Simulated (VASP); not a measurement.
# Sn4As (Im-3m) in VASP: further runs

Runs on Sn4As. Level: PBE. Tasks: single point, relaxation of cell and atoms.

Program: VASP 6.6.1. These are calculated values, not measurements. Logs are shortened: lines on timing, memory, paths and dates and some standing lists are left out, and cuts for length are marked.

### 1 The cell of the first run

The structure is cubic, space group Im-3m (No. 229). The conventional cell has a = 6.389 Å, b = 6.389 Å, c = 6.389 Å, α = 90.00°, β = 90.00°, γ = 90.00°. Within 3.6 Å of Sn (site symmetry -3m) lie 2 As at 2.77 Å and 6 Sn at 3.19 Å. Within 3.6 Å of As (site symmetry m-3m) lie 8 Sn at 2.77 Å.

The cell was generated, and may not be a known phase.

### 2 Single point, PBE

INCAR

```
PREC = Accurate ; ENCUT = 520
EDIFF = 1E-6 ; ISMEAR = 0
SIGMA = 0.1 ; LREAL = F
LASPH = T ; NELM = 60
ALGO = Fast ; ISIF = 2
LWAVE = F ; LCHARG = F
GGA = PE ; NBANDS = 38
```

KPOINTS

```
Automatic mesh
0
Gamma
  4 4 4
```

POSCAR

```
Sn4As
1.0
   -3.1942710600      3.1942710600      3.1942710600
    3.1942710600     -3.1942710600      3.1942710600
    3.1942710600      3.1942710600     -3.1942710600
Sn As
4 1
Direct
    0.0000000000      0.0000000000      0.5000000000
    0.5000000000      0.0000000000      0.0000000000
    0.5000000000      0.5000000000      0.5000000000
    0.0000000000      0.5000000000      0.0000000000
    0.0000000000      0.0000000000      0.0000000000
```

Potentials or basis: VASP PAW PBE potentials, release 64 (Sn_d, As).

Started as:

```console
$ cat potpaw_PBE.64/Sn_d/POTCAR potpaw_PBE.64/As/POTCAR > POTCAR
$ mpirun -np 1 vasp_std > vasp.out
```

OUTCAR:

```text
PREC = Accurate
   ENCUT = 520
   EDIFF = 1E-6
   ISMEAR = 0
   LREAL = F
   LASPH = T
   NELM = 60
   ISIF = 2
   GGA = PE

 ion  position               nearest neighbor table
   1  0.000  0.000  0.500-   5 2.77   5 2.77   4 3.19   2 3.19   3 3.19   4 3.19   2 3.19   3 3.19

   2  0.500  0.000  0.000-   5 2.77   5 2.77   4 3.19   1 3.19   3 3.19   3 3.19   1 3.19   4 3.19

   3  0.500  0.500  0.500-   5 2.77   5 2.77   4 3.19   1 3.19   2 3.19   4 3.19   1 3.19   2 3.19

   4  0.000  0.500  0.000-   5 2.77   5 2.77   3 3.19   1 3.19   2 3.19   1 3.19   3 3.19   2 3.19

   5  0.000  0.000  0.000-   1 2.77   2 2.77   3 2.77   4 2.77   1 2.77   4 2.77   2 2.77   3 2.77

  LATTYP: Found a body centered cubic cell.
 ALAT       =     6.3885421200

  Lattice vectors:

 A1 = (  -3.1942710600,   3.1942710600,   3.1942710600)
 A2 = (   3.1942710600,  -3.1942710600,   3.1942710600)
 A3 = (   3.1942710600,   3.1942710600,  -3.1942710600)

Analysis of symmetry for initial positions (statically):
=====================================================================
 Subroutine PRICEL returns:
 Original cell was already a primitive cell.

 Routine SETGRP: Setting up the symmetry group for a
 body centered cubic supercell.

 Subroutine GETGRP returns: Found 48 space group operations
 (whereof 48 operations were pure point group operations)
 out of a pool of 48 trial point group operations.

The static configuration has the point symmetry O_h .

Analysis of symmetry for dynamics (positions and initial velocities):
=====================================================================
 Subroutine PRICEL returns:
 Original cell was already a primitive cell.

 Routine SETGRP: Setting up the symmetry group for a
 body centered cubic supercell.

 Subroutine GETGRP returns: Found 48 space group operations
 (whereof 48 operations were pure point group operations)
 out of a pool of 48 trial point group operations.

The dynamic configuration has the point symmetry O_h .

 Subroutine INISYM returns: Found 48 space group operations
 (whereof 48 operations are pure point group operations),
 and found     1 'primitive' translations

----------------------------------------------------------------------------------------

                                     Primitive cell

  volume of cell :     130.3693

[... 76 lines left out ...]
   NELM   =     60;   NELMIN=  2; NELMDL= -5     # of ELM steps
   EDIFF  = 0.1E-05   stopping-criterion for ELM
   LREAL  =      F    real-space projection
   EDIFFG = 0.1E-04   stopping-criterion for IOM
   NSW    =      0    number of steps for IOM
   IBRION =     -1    ionic relax: 0-MD 1-quasi-New 2-CG
   NFREE  =      0    steps in history (QN), initial steepest desc. (CG)
   ISIF   =      2    stress and relaxation
   ISYM   =      2    0-nonsym 1-usesym 2-fastsym
   POTIM  = 0.5000    time-step for ionic-motion
   TEBEG  =    0.0;   TEEND  =   0.0 temperature during run
   PSTRESS=    0.0 pullay stress
   NELECT =      61.0000    total number of electrons
   NUPDOWN=      -1.0000    fix difference up-down
   EMIN   =  10.00;   EMAX   =-10.00  energy-range for DOS
   EFERMI =   0.00;   METHOD = LEGACY
   ISMEAR =     0;   SIGMA  =   0.10  broadening in eV -4-tet -1-fermi 0-gaus
   EFERMI_NEDOS =   21; number of points for ismear=-14 and -15
   IALGO  =     68    algorithm
   IMIX   =      4    mixing-type and parameters
     AMIX     =   0.40;   BMIX     =  1.00
     AMIX_MAG =   1.60;   BMIX_MAG =  1.00
  volume/ion in A,a.u.               =      26.07       175.96
  Fermi-wavevector in a.u.,A,eV,Ry     =   1.270944  2.401736 21.977465  1.615298
  Thomas-Fermi vector in A             =   2.403904
   LORBIT       =      0    0 simple, 1 ext, 2 COOP (PROOUT), +10 PAW based schemes
   GGA     = PE    functional components
   LHFCALC =     F    Hartree Fock is set to
   AEXX    =    0.0000 exact exchange contribution
   IVDW    =     0    specifies the selected vdW correction
   LEPSILON=     F    determine dielectric tensor
   LRPA    =     F    only Hartree local field effects (RPA)
 non-spin polarized calculation
 RMM-DIIS sequential band-by-band and
 Gauss-broadening in eV      SIGMA  =   0.10
  energy-cutoff  :      520.00
  volume of cell :      130.37
 maximum number of plane-waves:      3564
 NGX is ok and might be reduce to    42

 number of electron      61.0000044 magnetization

 Free energy of the ion-electron system (eV)
  ---------------------------------------------------
  ext. energy  EPLUGINS =         0.00000000
  ---------------------------------------------------
  free energy    TOTEN  =       -17.84409731 eV

  energy without entropy =      -17.81708479  energy(sigma->0) =      -17.83059105

 E-fermi :   7.5619     XC(G=0): -10.1361

 val. band max:        7.4626015082   @ k =   0.5000   0.5000   0.2500
 cond. band min:       7.6013153105   @ k =   0.2500   0.2500   0.0000
 fundamental gap:      0.1387138023
 Fermi energy:         7.5619480561

 k-point     1 :       0.0000    0.0000    0.0000
  band No.  band energies     occupation
      1     -14.1172      2.00000
      2     -14.1007      2.00000
      3     -14.1007      2.00000
      4     -13.9806      2.00000
      5     -13.9806      2.00000
      6     -13.9806      2.00000
[... 317 lines left out ...]
     37      13.0275      0.00000
     38      14.1847      0.00000

------------------------ aborting loop because EDIFF is reached ----------------------------------------

  FORCE on cell =-STRESS in cart. coord.  units (eV):
  Direction    XX          YY          ZZ          XY          YZ          ZX
  --------------------------------------------------------------------------------------
  -------------------------------------------------------------------------------------
  Total        8.6237388      8.6237388      8.6237388      0.0000000     -0.0000000      0.0000000
  in kB      105.9817002    105.9817002    105.9817002      0.0000000     -0.0000000      0.0000000
  external PRESSURE =     105.9817002 kB  Pullay stress =       0.0000000 kB

 VOLUME and BASIS-vectors are now :
 -----------------------------------------------------------------------------
  energy-cutoff  :      520.00
  volume of cell :      130.37
      direct lattice vectors                 reciprocal lattice vectors
    -3.194271060  3.194271060  3.194271060     0.000000000  0.156530235  0.156530235
     3.194271060 -3.194271060  3.194271060     0.156530235  0.000000000  0.156530235
     3.194271060  3.194271060 -3.194271060     0.156530235  0.156530235  0.000000000

 POSITION                                       TOTAL-FORCE (eV/Angst)
 -----------------------------------------------------------------------------------
      1.59714      1.59714     -1.59714         0.000000      0.000000     -0.000000
     -1.59714      1.59714      1.59714        -0.000000      0.000000      0.000000
      1.59714      1.59714      1.59714         0.000000     -0.000000      0.000000
      1.59714     -1.59714      1.59714         0.000000     -0.000000     -0.000000
      0.00000      0.00000      0.00000        -0.000000     -0.000000      0.000000
 -----------------------------------------------------------------------------------
    total drift:                               -0.000000     -0.000000      0.000000

  FREE ENERGIE OF THE ION-ELECTRON SYSTEM (eV)
  ---------------------------------------------------
  free  energy   TOTEN  =       -17.8440973149 eV

  energy  without entropy=      -17.8170847860  energy(sigma->0) =      -17.83059105
```

OSZICAR:

```text
N       E                     dE             d eps       ncg     rms          rms(c)
DAV:   1     0.626194480584E+03    0.62619E+03   -0.30790E+04   614   0.239E+03
DAV:   2     0.717187064732E+02   -0.55448E+03   -0.54375E+03   608   0.619E+02
DAV:   3    -0.133319208680E+02   -0.85051E+02   -0.82687E+02   686   0.201E+02
DAV:   4    -0.179486770857E+02   -0.46168E+01   -0.44843E+01   694   0.489E+01
DAV:   5    -0.180778304544E+02   -0.12915E+00   -0.12896E+00   764   0.849E+00    0.469E+00
RMM:   6    -0.178531074849E+02    0.22472E+00   -0.51044E-01   703   0.333E+00    0.283E+00
RMM:   7    -0.178457553255E+02    0.73522E-02   -0.54735E-02   852   0.150E+00    0.162E+00
RMM:   8    -0.178433009942E+02    0.24543E-02   -0.20843E-02   756   0.925E-01    0.102E-01
RMM:   9    -0.178439414617E+02   -0.64047E-03   -0.65196E-03   984   0.470E-01    0.943E-02
RMM:  10    -0.178440577415E+02   -0.11628E-03   -0.66425E-04   774   0.202E-01    0.302E-02
RMM:  11    -0.178440946524E+02   -0.36911E-04   -0.27687E-04   882   0.109E-01    0.212E-02
RMM:  12    -0.178440964368E+02   -0.17844E-05   -0.68787E-05   963   0.492E-02    0.469E-03
RMM:  13    -0.178440973149E+02   -0.87811E-06   -0.73795E-06   651   0.157E-02
   1 F= -.17844097E+02 E0= -.17830591E+02  d E =-.270125E-01
```

Wall time 87 s (1 thread of Oxide Virtual Turin-like, shared host); peak memory 0.23 GiB.

What came out:

```
Free energy            : -17.8441 eV
Pressure               : 10.6 GPa
Band gap on the k mesh : zero (an odd number of electrons rules out a gap without spin polarisation)
```

Levels at points of the mesh, in eV from the Fermi level:
```
           k point  band 28  band 29  band 30  band 31  band 32  band 33
(0.00, 0.00, 0.00)    -5.42    -2.22    -2.22    -2.22     2.26     2.26
(0.50, 0.00, 0.00)    -1.50    -0.49    -0.41    -0.35     0.87     0.88
(0.50, 0.50, 0.50)    -0.83    -0.83    -0.83     0.17     0.17     0.17
```

Caveat: the cell stands under pressure; spin-orbit coupling is left out, which moves the levels of the heavy elements.

### 3 Single point, PBE

This run uses another cell than the first one, of 30.76 Å³/atom.

INCAR

```
SYSTEM = Sn4As
  ALGO = Normal
  EDIFF = 1E-6
  ENCUT = 520
  GGA = PE
  ISIF = 2
  ISMEAR = 0
  LASPH = .TRUE.
  LCHARG = .FALSE.
  LREAL = .FALSE.
  LWAVE = .FALSE.
  NBANDS = 38
  NELM = 80
  PREC = Accurate
  SIGMA = 0.1
```

KPOINTS

```
k-points
0
G
  4 4 4
  0 0 0
```

POSCAR, as its differences from that of step 2:

```diff
@@ -2,5 +2,5 @@
 1.0
-   -3.1942710600      3.1942710600      3.1942710600
-    3.1942710600     -3.1942710600      3.1942710600
-    3.1942710600      3.1942710600     -3.1942710600
+   -3.3751363281      3.3751363281      3.3751363281
+    3.3751363281     -3.3751363281      3.3751363281
+    3.3751363281      3.3751363281     -3.3751363281
 Sn As
```

Potentials or basis: VASP PAW PBE potentials, release 64 (Sn_d, As).

Started as:

```console
$ cat potpaw_PBE.64/Sn_d/POTCAR potpaw_PBE.64/As/POTCAR > POTCAR
$ mpirun -np 1 vasp_std > vasp.out
```

It took 64 s on 1 thread of Oxide Virtual Turin-like, shared host; peak memory 0.28 GiB.

Results (log left out):

| Quantity | Value |
| --- | --- |
| Free energy | -18.5445 eV |
| Pressure | 0.3 GPa |
| Band gap on the k mesh | zero (an odd number of electrons rules out a gap without spin polarisation) |

Levels at points of the mesh, in eV from the Fermi level:
```
           k point  band 27  band 28  band 29  band 30  band 31  band 32  band 33  band 34
(0.00, 0.00, 0.00)    -4.62    -4.62    -1.75    -1.75    -1.75     2.58     2.58     2.58
(0.50, 0.00, 0.00)    -1.49    -1.12    -0.83    -0.17    -0.10     0.57     0.91     1.29
(0.50, 0.50, 0.50)    -3.14    -0.57    -0.57    -0.57     0.10     0.10     0.10     0.48
```

Caveat: spin-orbit coupling is left out, which moves the levels of the heavy elements.

### 4 Single point, PBE

This run uses another cell than the first one, of 30.81 Å³/atom.

INCAR

```
PREC = Accurate ; ENCUT = 520
EDIFF = 1E-7 ; ISMEAR = 0
SIGMA = 0.1 ; LREAL = False
LASPH = True ; NELM = 60
ALGO = Fast ; ISIF = 2
LWAVE = False ; LCHARG = False
GGA = PE ; NBANDS = 38
```

KPOINTS

```
Automatic mesh
0
Gamma
  8 8 8
```

POSCAR, as its differences from that of step 3:

```diff
@@ -2,5 +2,5 @@
 1.0
-   -3.3751363281      3.3751363281      3.3751363281
-    3.3751363281     -3.3751363281      3.3751363281
-    3.3751363281      3.3751363281     -3.3751363281
+   -3.3771725854      3.3771725854      3.3771725854
+    3.3771725854     -3.3771725854      3.3771725854
+    3.3771725854      3.3771725854     -3.3771725854
 Sn As
```

Started as:

```console
$ cat potpaw_PBE.64/Sn_d/POTCAR potpaw_PBE.64/As/POTCAR > POTCAR
$ mpirun -np 1 vasp_std > vasp.out
```

Run time: 5.7 min. Hardware: 1 thread of Oxide Virtual Turin-like, shared host; peak memory 0.35 GiB.

It converged, with:

| Property | Result |
| --- | --- |
| Free energy | -18.8538 eV |
| Pressure | 0.0 GPa |
| Band gap on the k mesh | zero (an odd number of electrons rules out a gap without spin polarisation) |

Levels at points of the mesh, in eV from the Fermi level:
```tsv
k point	band 27	band 28	band 29	band 30	band 31	band 32	band 33	band 34
(0.00, 0.00, 0.00)	-4.58	-4.58	-1.72	-1.72	-1.72	2.61	2.61	2.61
(0.50, 0.00, 0.00)	-1.47	-1.09	-0.81	-0.14	-0.08	0.59	0.94	1.31
(0.50, 0.50, 0.50)	-3.13	-0.55	-0.55	-0.55	0.14	0.14	0.14	0.50
```

Caveat: spin-orbit coupling is left out, which moves the levels of the heavy elements.

### 5 Relaxation of cell and atoms, PBE

INCAR

```
SYSTEM = Sn4As
  ALGO = Normal
  EDIFF = 1E-6
  EDIFFG = -0.04
  ENCUT = 600
  GGA = PE
  IBRION = 2
  ISIF = 3
  ISMEAR = 0
  LASPH = .True.
  LCHARG = .False.
  LREAL = .False.
  LWAVE = .False.
  NELM = 60
  NSW = 90
  PREC = Accurate
  SIGMA = 0.1
```

KPOINTS

```
k-points
0
Gamma
  4 4 4
  0 0 0
```

POSCAR, as its differences from that of step 4:

```diff
@@ -2,5 +2,5 @@
 1.0
-   -3.3771725854      3.3771725854      3.3771725854
-    3.3771725854     -3.3771725854      3.3771725854
-    3.3771725854      3.3771725854     -3.3771725854
+   -3.1942710600      3.1942710600      3.1942710600
+    3.1942710600     -3.1942710600      3.1942710600
+    3.1942710600      3.1942710600     -3.1942710600
 Sn As
```

Started as:

```console
$ cat potpaw_PBE.64/Sn_d/POTCAR potpaw_PBE.64/As/POTCAR > POTCAR
$ mpirun -np 1 vasp_std > vasp.out
```

It took 3.2 min on 1 thread of Oxide Virtual Turin-like, shared host; peak memory 0.31 GiB.

The run converged. Its results:

- Free energy: -18.5411 eV
- Relaxed volume: 30.95 Å³/atom
- Relaxed cell: a = 5.858 Å, b = 5.858 Å, c = 5.858 Å, α = 109.47°, β = 109.47°, γ = 109.47°
- Space group after relaxing (to 0.1 Å): Im-3m (No. 229)
- Energy gained by relaxing: 139.4 meV/atom
- Ionic steps: 3
- Pressure after relaxing: 0.0 GPa
- Band gap on the k mesh: zero (an odd number of electrons rules out a gap without spin polarisation)

The path:
| step | energy change (eV) | largest force (eV/Å) | pressure (GPa) | volume (Å³) |
| --- | --- | --- | --- | --- |
| 1 | 0.0000 | 0.0000 | 10.63 | 130.37 |
| 2 | -0.6102 | 0.0000 | -2.37 | 165.82 |
| 3 | -0.6968 | 0.0000 | 0.03 | 154.75 |

Final structure:
```xyz
5
Lattice="-3.3821 3.3821 3.3821 3.3821 -3.3821 3.3821 3.3821 3.3821 -3.3821" Properties=species:S:1:pos:R:3 pbc="T T T"
Sn    1.6911    1.6911   -1.6911
Sn   -1.6911    1.6911    1.6911
Sn    1.6911    1.6911    1.6911
Sn    1.6911   -1.6911    1.6911
As    0.0000    0.0000    0.0000
```

Levels at points of the mesh, in eV from the Fermi level:
```tsv
k point	band 27	band 28	band 29	band 30	band 31	band 32	band 33	band 34
(0.00, 0.00, 0.00)	-4.59	-4.59	-1.73	-1.73	-1.73	2.57	2.57	2.57
(0.50, 0.00, 0.00)	-1.48	-1.11	-0.85	-0.17	-0.10	0.55	0.91	1.28
(0.50, 0.50, 0.50)	-3.17	-0.57	-0.57	-0.57	0.10	0.10	0.10	0.46
```

Caveat: the volume moved by over 15 % at a fixed basis, so the end points are rough; spin-orbit coupling is left out, which moves the levels of the heavy elements.

### 6 Single point, PBE

This run uses another cell than the first one: it holds 10 atoms, not 5.

INCAR

```
PREC = Accurate ; ENCUT = 520
EDIFF = 1E-6 ; ISMEAR = 0
SIGMA = 0.2 ; LREAL = F
LASPH = T ; NELM = 80
ALGO = Fast ; ISIF = 2
LWAVE = F ; LCHARG = T
GGA = PE ; LELF = T
LVHAR = T ; NBANDS = 72
```

KPOINTS

```
regular mesh
0
Gamma
  4 4 2
```

POSCAR

```
Sn4As
1.0
    3.3771725854     -3.3771725854     -3.3771725854
   -3.3771725854     -3.3771725854      3.3771725854
   -6.7543451707      0.0000000000     -6.7543451707
Sn As
8 2
Direct
    0.0000000000      0.5000000000      1.0000000000
    0.5000000000      0.0000000000      0.5000000000
    0.5000000000      1.0000000000      0.0000000000
    1.0000000000      0.5000000000      0.5000000000
    0.7500000000      0.7500000000      0.7500000000
    0.2500000000      0.2500000000      0.2500000000
    0.2500000000      0.2500000000      0.7500000000
    0.7500000000      0.7500000000      0.2500000000
    1.0000000000      1.0000000000      1.0000000000
    0.5000000000      0.5000000000      0.5000000000
```

Potentials or basis: VASP PAW PBE potentials, release 64 (Sn_d, As).

Started as:

```console
$ cat potpaw_PBE.64/Sn_d/POTCAR potpaw_PBE.64/As/POTCAR > POTCAR
$ mpirun -np 1 vasp_std > vasp.out
```

Run time: 7.7 min. Hardware: 1 thread of Oxide Virtual Turin-like, shared host; peak memory 0.5 GiB.

The run converged, but its numbers aren't listed here, since they failed a check.

Caveat: spin-orbit coupling is left out, which moves the levels of the heavy elements.

### 7 Overview

| task | cell | k mesh | cutoff (eV) | gap on the mesh (eV) | pressure (GPa) |
| --- | --- | --- | --- | --- | --- |
| single point | a = 5.533 Å, angles 109.5°, 5 atoms | 4 × 4 × 4 | 520 | none | 10.6 |
| single point | a = 5.846 Å, angles 109.5°, 5 atoms | 4 × 4 × 4 | 520 | none | 0.3 |
| single point | a = 5.849 Å, angles 109.5°, 5 atoms | 8 × 8 × 8 | 520 | none | 0.0 |
| relaxation of cell and atoms | relaxed from a = 5.533 Å, angles 109.5°, 5 atoms | 4 × 4 × 4 | 600 | none | 0.0 |

Alike in all rows: level PBE; potentials or basis VASP PAW PBE potentials, release 64 (Sn_d, As); no spin polarisation; smearing gaussian 0.1 eV.

Caveats: spin-orbit coupling is left out, which moves the levels of the heavy elements; the cell stands under pressure (at least some runs); the volume moved by over 15 % at a fixed basis, so the end points are rough (at least some runs).

Absolute energies hang on the potentials; compare differences alone.

The gap in the log of VASP goes by the Fermi energy; the results here count the filled bands.